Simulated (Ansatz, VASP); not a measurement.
# BN in VASP and in Ansatz

Contents of POSCAR:

```
BN
1.0
    0.0000000000      3.4389299082      2.2377055828
    1.2314409547      0.0000000000      2.2377055828
    1.2314409547      3.4389299082      0.0000000000
B N
1 1
Direct
    0.0000486500      0.0000486500      0.9999513500
    0.6666513400      0.6666513400      0.3333486600
```

The input INCAR.step1:

```
SYSTEM = BN
PREC = Accurate ; ENCUT = 520
ISMEAR = 0 ; SIGMA = 0.05
LREAL = .FALSE. ; LASPH = .TRUE.
NELM = 100 ; NBANDS = 11
GGA = PE ; ALGO = Normal
EDIFF = 1E-4 ; LWAVE = .TRUE.
LCHARG = .FALSE.
```

INCAR.step2

```
SYSTEM = BN
PREC = Accurate ; ENCUT = 520
EDIFF = 1E-6 ; ISMEAR = 0
SIGMA = 0.05 ; LREAL = .FALSE.
LASPH = .TRUE. ; NELM = 100
ALGO = Normal ; ISIF = 2
LWAVE = .FALSE. ; LCHARG = .FALSE.
METAGGA = R2SCAN ; LMIXTAU = .TRUE.
NBANDS = 11 ; ISTART = 1
```

File KPOINTS:

```
Automatic mesh
0
G
  12 12 12
  0 0 0
```

Input for Ansatz:

```yaml
crystal:
  lattice:
    - [0.0, 3.4389299082, 2.2377055828]
    - [1.2314409547, 0.0, 2.2377055828]
    - [1.2314409547, 3.4389299082, 0.0]
  atoms:
    - { symbol: B, position: [4.865e-05, 4.865e-05, 0.99995135] }
    - { symbol: "N", position: [0.66665134, 0.66665134, 0.33334866] }
basis:
  ecutwfc: 500
kpoints:
  mp_grid: { grid: [12, 12, 12] }
hamiltonian:
  xc: r2scan
scf:
  occupations: { method: gaussian, width: 0.05 }
output:
  forces: true
  stress: true
  eigenvalues: true
```

Alike in both runs: task single point; functional r2SCAN; k mesh 12 × 12 × 12; occupations gaussian, width 0.05 eV; no spin polarisation.

|  | VASP | Ansatz |
| --- | --- | --- |
| version | VASP 6.6.1 | Ansatz 0.2.0 |
| potentials or method | VASP PAW PBE potentials, release 64 (B, N), cutoff 520 eV | scalar-relativistic, plane waves, PAW |
| valence electrons in the cell | 8 | 8 |

|  | VASP | Ansatz | Ansatz less VASP |
| --- | --- | --- | --- |
| gap on the k mesh at the Fermi level (eV) | 4.00 | 3.98 | -0.024 |
| least direct gap on the mesh (eV) | 5.21 | 5.15 | -0.053 |
| pressure (GPa) | -5.1 | -5.5 | -0.37 |
| traceless stress, the component that is largest in VASP (GPa) | -20.26 | -20.55 | -0.292 |
| rms of the force components (eV/Å) | 0.235 | 0.234 | -0.0010 |

VASP's potentials were made for PBE, not for r2SCAN. Atom by atom the forces differ by 0.001 eV/Å (rms over components).
